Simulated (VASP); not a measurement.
# Cd5B3ClO9 (Cm) in VASP: further runs

Cd5B3ClO9 is run at these levels: PBE, LDA, r2SCAN; tasks: electric field gradients.

Program: VASP 6.6.1. These are calculated values, not measurements. Logs are shortened: lines on timing, memory, paths and dates and some standing lists are left out, and cuts for length are marked.

**1. The cell of the first run**

Symmetry: Cm, No. 8, monoclinic system. The conventional cell has a = 8.172 Å, b = 16.061 Å, c = 3.474 Å, α = 90.00°, β = 99.29°, γ = 90.00°. Within 2.9 Å of Cd (site symmetry 1) lie 5 O at 2.17 to 2.36 Å and 1 Cl at 2.58 Å. Within 3.0 Å of Cd (site symmetry 1) lie 7 O at 2.28 to 2.84 Å and 1 B at 2.79 Å. Cd (site symmetry m) has 4 O at 2.17 to 2.38 Å and 2 Cl at 2.55 to 2.63 Å within 2.9 Å. Within 1.8 Å of B (site symmetry m) lie 3 O at 1.37 to 1.39 Å. Within 1.8 Å of B (site symmetry 1) lie 3 O at 1.37 to 1.41 Å. Within 3.4 Å of Cl (site symmetry m) lie 4 Cd at 2.55 to 2.63 Å and 3 O at 3.22 to 3.26 Å. O (site symmetry 1) has 1 B at 1.37 Å within 1.8 Å. O (site symmetry m) has 1 B at 1.39 Å within 1.9 Å.

**2. Electric field gradients, PBE**

The input, INCAR:

```
ALGO     = Normal         # electronic algorithm
EDIFF    = 1E-8           # SCF threshold, eV
ENCUT    = 520            # plane-wave cutoff, eV
GGA      = PE             # functional
ISIF     = 2              # what is computed and relaxed
ISMEAR   = -1             # smearing method
LASPH    = True           # aspherical terms in the spheres
LCHARG   = False          # write CHGCAR
LEFG     = True         
LREAL    = Auto         
LWAVE    = False          # write WAVECAR
NBANDS   = 80             # bands
NELM     = 100            # most SCF steps
PREC     = Accurate       # precision mode
SIGMA    = 0.02           # smearing width, eV
```

The input, KPOINTS:

```
k-points
0
Gamma
  4 4 7
```

The input, POSCAR:

```
Cd5B3ClO9
1.0
    4.0860000000     -8.0305000000      0.0000000000
    4.0860000000      8.0305000000      0.0000000000
   -0.5610688069      0.0000000000      3.4284942182
Cd B Cl O
5 3 1 9
Direct
    0.9895200000      0.7332800000      0.5692000000
    0.7332800000      0.9895200000      0.5692000000
    0.3110900000      0.6623100000      0.9115400000
    0.6623100000      0.3110900000      0.9115400000
    0.2893400000      0.2893400000      0.3138800000
    0.6225000000      0.6225000000      0.9780000000
    0.9699000000      0.3675000000      0.3378000000
    0.3675000000      0.9699000000      0.3378000000
    0.0512000000      0.0512000000      0.7082000000
    0.7765000000      0.6253000000      0.0207000000
    0.6253000000      0.7765000000      0.0207000000
    0.4510000000      0.4510000000      0.8758000000
    0.1615000000      0.4567000000      0.3494000000
    0.4567000000      0.1615000000      0.3494000000
    0.1959000000      0.8367000000      0.1258000000
    0.8367000000      0.1959000000      0.1258000000
    0.9094000000      0.4528000000      0.5448000000
    0.4528000000      0.9094000000      0.5448000000
```

Potentials or basis: VASP PAW PBE potentials, release 64 (Cd, B, Cl, O).

Command:

```bash
$ cat potpaw_PBE.64/Cd/POTCAR potpaw_PBE.64/B/POTCAR potpaw_PBE.64/Cl/POTCAR potpaw_PBE.64/O/POTCAR > POTCAR
$ mpirun -np 1 vasp_std > vasp.out
```

OUTCAR:

```text
EDIFF = 1E-8
   ENCUT = 520
   GGA = PE
   ISIF = 2
   ISMEAR = -1
   LASPH = True
   LREAL = Auto
   NELM = 100
   PREC = Accurate

 ion  position               nearest neighbor table
   1  0.990  0.733  0.569-  17 2.17  15 2.29  10 2.29  15 2.30  10 2.36   9 2.58   3 3.47   4 3.54
                             4 3.59
   2  0.733  0.990  0.569-  18 2.17  16 2.29  11 2.29  16 2.30  11 2.36   9 2.58   4 3.47   3 3.54
                             3 3.59
   3  0.311  0.662  0.912-  13 2.28  13 2.31  18 2.35  11 2.36  15 2.44  18 2.64   8 2.79  12 2.84
                             1 3.47   2 3.54   2 3.59   5 3.64   5 3.71
   4  0.662  0.311  0.912-  14 2.28  14 2.31  17 2.35  10 2.36  16 2.44  17 2.64   7 2.79  12 2.84
                             2 3.47   1 3.54   1 3.59   5 3.64   5 3.71
   5  0.289  0.289  0.314-  12 2.17  12 2.17  13 2.38  14 2.38   9 2.55   9 2.63   4 3.64   3 3.64
                             3 3.71   4 3.71
   6  0.623  0.623  0.978-  10 1.37  11 1.37  12 1.39
   7  0.970  0.367  0.338-  17 1.37  16 1.38  13 1.41   4 2.79
   8  0.367  0.970  0.338-  18 1.37  15 1.38  14 1.41   3 2.79
   9  0.051  0.051  0.708-   5 2.55   2 2.58   1 2.58   5 2.63
  10  0.776  0.625  0.021-   6 1.37   1 2.29   1 2.36   4 2.36
  11  0.625  0.776  0.021-   6 1.37   2 2.29   2 2.36   3 2.36
  12  0.451  0.451  0.876-   6 1.39   5 2.17   5 2.17   4 2.84   3 2.84
  13  0.161  0.457  0.349-   7 1.41   3 2.28   3 2.31   5 2.38
  14  0.457  0.161  0.349-   8 1.41   4 2.28   4 2.31   5 2.38
  15  0.196  0.837  0.126-   8 1.38   1 2.29   1 2.30   3 2.44
  16  0.837  0.196  0.126-   7 1.38   2 2.29   2 2.30   4 2.44
  17  0.909  0.453  0.545-   7 1.37   1 2.17   4 2.35   4 2.64
  18  0.453  0.909  0.545-   8 1.37   2 2.17   3 2.35   3 2.64

  LATTYP: Found a base centered monoclinic cell.
 ALAT       =     8.1720000000
 B/A-ratio  =     1.9653695546
 C/A-ratio  =     0.4251223691
 COS(beta)  =    -0.1615004769

  Lattice vectors:

 A1 = (   4.0860000000,  -8.0305000000,   0.0000000000)
 A2 = (   4.0860000000,   8.0305000000,   0.0000000000)
 A3 = (  -0.5610688069,   0.0000000000,   3.4284942182)

Analysis of symmetry for initial positions (statically):
=====================================================================
 Subroutine PRICEL returns:
 Original cell was already a primitive cell.

 Routine SETGRP: Setting up the symmetry group for a
 base centered monoclinic supercell.

 Subroutine GETGRP returns: Found  2 space group operations
 (whereof  2 operations were pure point group operations)
 out of a pool of  4 trial point group operations.

The static configuration has the point symmetry C_1h.

Analysis of symmetry for dynamics (positions and initial velocities):
=====================================================================
 Subroutine PRICEL returns:
 Original cell was already a primitive cell.

 Routine SETGRP: Setting up the symmetry group for a
 base centered monoclinic supercell.

 Subroutine GETGRP returns: Found  2 space group operations
 (whereof  2 operations were pure point group operations)
 out of a pool of  4 trial point group operations.

The dynamic configuration has the point symmetry C_1h.

 Subroutine INISYM returns: Found  2 space group operations
 (whereof  2 operations are pure point group operations),
 and found     1 'primitive' translations

----------------------------------------------------------------------------------------

                                     Primitive cell

  volume of cell :     224.9958

  direct lattice vectors                    reciprocal lattice vectors
     4.086000000 -8.030500000  0.000000000     0.122369065 -0.062262624  0.020025545
     4.086000000  8.030500000  0.000000000     0.122369065  0.062262624  0.020025545
    -0.561068807  0.000000000  3.428494218     0.000000000  0.000000000  0.291673235

  length of vectors
     9.010234528  9.010234528  3.474100000     0.138751018  0.138751018  0.291673235

  position of ions in fractional coordinates (direct lattice)
     0.989520000  0.733280000  0.569200000
     0.733280000  0.989520000  0.569200000
     0.311090000  0.662310000  0.911540000
     0.662310000  0.311090000  0.911540000
[... 117 lines left out ...]
   PSTRESS=    0.0 pullay stress
   NELECT =     130.0000    total number of electrons
   NUPDOWN=      -1.0000    fix difference up-down
   EMIN   =  10.00;   EMAX   =-10.00  energy-range for DOS
   EFERMI =   0.00;   METHOD = LEGACY
   ISMEAR =    -1;   SIGMA  =   0.02  broadening in eV -4-tet -1-fermi 0-gaus
   EFERMI_NEDOS =   21; number of points for ismear=-14 and -15
   IALGO  =     38    algorithm
   IMIX   =      4    mixing-type and parameters
     AMIX     =   0.40;   BMIX     =  1.00
     AMIX_MAG =   1.60;   BMIX_MAG =  1.00
  volume/ion in A,a.u.               =      12.50        84.35
  Fermi-wavevector in a.u.,A,eV,Ry     =   1.363529  2.576697 25.296119  1.859212
  Thomas-Fermi vector in A             =   2.489924
   LORBIT       =      0    0 simple, 1 ext, 2 COOP (PROOUT), +10 PAW based schemes
   GGA     = PE    functional components
   LHFCALC =     F    Hartree Fock is set to
   AEXX    =    0.0000 exact exchange contribution
   IVDW    =     0    specifies the selected vdW correction
   LEPSILON=     F    determine dielectric tensor
   LRPA    =     F    only Hartree local field effects (RPA)
 non-spin polarized calculation
  energy-cutoff  :      520.00
  volume of cell :      225.00
 maximum number of plane-waves:      6093
 NGX is ok and might be reduce to    70
   NGX = 33   NGY = 33   NGZ = 13

 number of electron     130.0000002 magnetization

 Free energy of the ion-electron system (eV)
  ---------------------------------------------------
  ext. energy  EPLUGINS =         0.00000000
  ---------------------------------------------------
  free energy    TOTEN  =       -99.72011607 eV

  energy without entropy =      -99.72011607  energy(sigma->0) =      -99.72011607

 E-fermi :   1.8865     XC(G=0): -10.6135

 val. band max:        1.4320064050   @ k =   0.0000   0.0000   0.4286
 cond. band min:       3.4178686589   @ k =   0.0000   0.0000   0.0000
 fundamental gap:      1.9858622539
 Fermi energy:         1.8865194473

 k-point     1 :       0.0000    0.0000    0.0000
  band No.  band energies     occupation
      1     -17.6323      2.00000
      2     -17.4071      2.00000
      3     -17.3490      2.00000
      4     -16.2438      2.00000
      5     -16.1654      2.00000
      6     -16.1466      2.00000
[... 1909 lines left out ...]
     76       9.4936      0.00000
     77       9.9120      0.00000

 [... further k-points ...]

 [bands above 77 left out]

------------------------ aborting loop because EDIFF is reached ----------------------------------------

  FORCE on cell =-STRESS in cart. coord.  units (eV):
  Direction    XX          YY          ZZ          XY          YZ          ZX
  --------------------------------------------------------------------------------------
  -------------------------------------------------------------------------------------
  Total        9.3368048      9.3404546      9.0833713      0.0000000      0.0000000      0.7791478
  in kB       66.4866566     66.5126467     64.6819766      0.0000000      0.0000000      5.5482506
  external PRESSURE =      65.8937600 kB  Pullay stress =       0.0000000 kB

 VOLUME and BASIS-vectors are now :
 -----------------------------------------------------------------------------
  energy-cutoff  :      520.00
  volume of cell :      225.00
      direct lattice vectors                 reciprocal lattice vectors
     4.086000000 -8.030500000  0.000000000     0.122369065 -0.062262624  0.020025545
     4.086000000  8.030500000  0.000000000     0.122369065  0.062262624  0.020025545
    -0.561068807  0.000000000  3.428494218     0.000000000  0.000000000  0.291673235

 POSITION                                       TOTAL-FORCE (eV/Angst)
 -----------------------------------------------------------------------------------
      6.72000     -2.05774      1.95150         0.152416      0.163195     -0.006658
      6.72000      2.05774      1.95150         0.152416     -0.163195     -0.006658
      3.46588      2.82047      3.12521         0.017996     -0.021643      0.054740
      3.46588     -2.82047      3.12521         0.017996      0.021643      0.054740
      2.18838      0.00000      1.07614        -0.130658      0.000000     -0.129666
      4.53834      0.00000      3.35307        -0.294970      0.000000     -0.223477
[... 10 lines left out ...]
      5.26028     -3.66673      1.86784        -0.175101      0.248286      0.303499
      5.26028      3.66673      1.86784        -0.175101     -0.248286      0.303499
 -----------------------------------------------------------------------------------
    total drift:                                0.005657      0.000000     -0.008000

  FREE ENERGIE OF THE ION-ELECTRON SYSTEM (eV)
  ---------------------------------------------------
  free  energy   TOTEN  =       -99.7201160723 eV

  energy  without entropy=      -99.7201160723  energy(sigma->0) =      -99.72011607

 Electric field gradients (V/A^2)
---------------------------------------------------------------------
 ion       V_xx      V_yy      V_zz      V_xy      V_xz      V_yz
---------------------------------------------------------------------
   1      -4.802     8.783    -3.981   -38.579    -6.071     0.785
   2      -4.802     8.783    -3.981    38.579    -6.071    -0.785
   3     -19.894    37.258   -17.364   -12.706     8.322    -5.691
   4     -19.894    37.258   -17.364    12.706     8.322     5.691
   5       4.771    40.146   -44.917     0.000    24.161     0.000
   6     -11.402   -19.080    30.482     0.000   -11.472     0.000
[... 10 lines left out ...]
  17     -28.150    33.676    -5.526    11.934   -25.809    24.593
  18     -28.150    33.676    -5.526   -11.934   -25.809   -24.593
---------------------------------------------------------------------

 Electric field gradients after diagonalization (V/A^2)
 (convention: |V_zz| > |V_xx| > |V_yy|)
----------------------------------------------------------------------
 ion       V_xx      V_yy      V_zz     asymmetry (V_yy - V_xx)/ V_zz
----------------------------------------------------------------------
   1     -37.696    -3.915    41.611       0.812
   2     -37.696    -3.915    41.611       0.812
   3     -27.675   -13.205    40.881       0.354
   4     -27.675   -13.205    40.881       0.354
   5      40.146    14.582   -54.728       0.467
   6     -19.080   -14.338    33.418       0.142
[... 10 lines left out ...]
  17      45.527     6.174   -51.700       0.761
  18      45.527     6.174   -51.700       0.761
----------------------------------------------------------------------

           NMR quadrupolar parameters

 Cq : quadrupolar parameter    Cq=e*Q*V_zz/h
 eta: asymmetry parameters     (V_yy - V_xx)/ V_zz
 Q  : nuclear electric quadrupole moment in mb (millibarn)
----------------------------------------------------------------------
 ion       Cq(MHz)       eta       Q (mb)
----------------------------------------------------------------------
   1       0.101       0.812       1.000
   2       0.101       0.812       1.000
   3       0.099       0.354       1.000
   4       0.099       0.354       1.000
   5      -0.132       0.467       1.000
   6       0.081       0.142       1.000
[... 10 lines left out ...]
  17      -0.125       0.761       1.000
  18      -0.125       0.761       1.000
----------------------------------------------------------------------
```

Wall time 27 min (1 thread of Intel Xeon Platinum 8259CL at 2.50GHz (Skylake/Cascade Lake), shared host); peak memory 0.63 GiB.

What came out:

* Free energy: -99.7201 eV
* Pressure: 6.6 GPa
* Largest force: 0.578 eV/Å
* Band gap on the k mesh: 1.99 eV, indirect (least direct gap 2.05 eV)

Forces on the atoms (eV/Å):
```
Cd   0.152  0.163 -0.007
Cd   0.152 -0.163 -0.007
Cd   0.018 -0.022  0.055
Cd   0.018  0.022  0.055
Cd  -0.131  0.000 -0.130
B   -0.295  0.000 -0.223
B    0.446 -0.319 -0.185
B    0.446  0.319 -0.185
Cl  -0.070  0.000  0.044
O    0.104 -0.379  0.068
O    0.104  0.379  0.068
O    0.137  0.000  0.130
O   -0.167 -0.019 -0.033
O   -0.167  0.019 -0.033
O   -0.199  0.055 -0.112
O   -0.199 -0.055 -0.112
O   -0.175  0.248  0.303
O   -0.175 -0.248  0.303
```

Electric field gradients, principal values (V/Å²):
| atom | least | middle | greatest (by size) |
| --- | --- | --- | --- |
| 1 Cd | -3.915 | -37.696 | 41.611 |
| 2 Cd | -3.915 | -37.696 | 41.611 |
| 3 Cd | -13.205 | -27.675 | 40.881 |
| 4 Cd | -13.205 | -27.675 | 40.881 |
| 5 Cd | 14.582 | 40.146 | -54.728 |
| 6 B | -14.338 | -19.080 | 33.418 |
| 7 B | -15.044 | -18.102 | 33.146 |
| 8 B | -15.044 | -18.102 | 33.146 |
| 9 Cl | -10.634 | -35.643 | 46.278 |
| 10 O | 10.139 | 39.079 | -49.218 |
| 11 O | 10.139 | 39.079 | -49.218 |
| 12 O | 31.575 | 51.028 | -82.603 |
| 13 O | 0.512 | 43.446 | -43.959 |
| 14 O | 0.512 | 43.446 | -43.959 |
| 15 O | 24.690 | 48.816 | -73.506 |
| 16 O | 24.690 | 48.816 | -73.506 |
| 17 O | 6.174 | 45.527 | -51.700 |
| 18 O | 6.174 | 45.527 | -51.700 |

Caveat: without QUAD_EFG the Cq values of the log hold for a quadrupole moment of 1 mb, not for the nuclei. A k mesh can miss the band edges.

(Continued in part 2 of 2.)
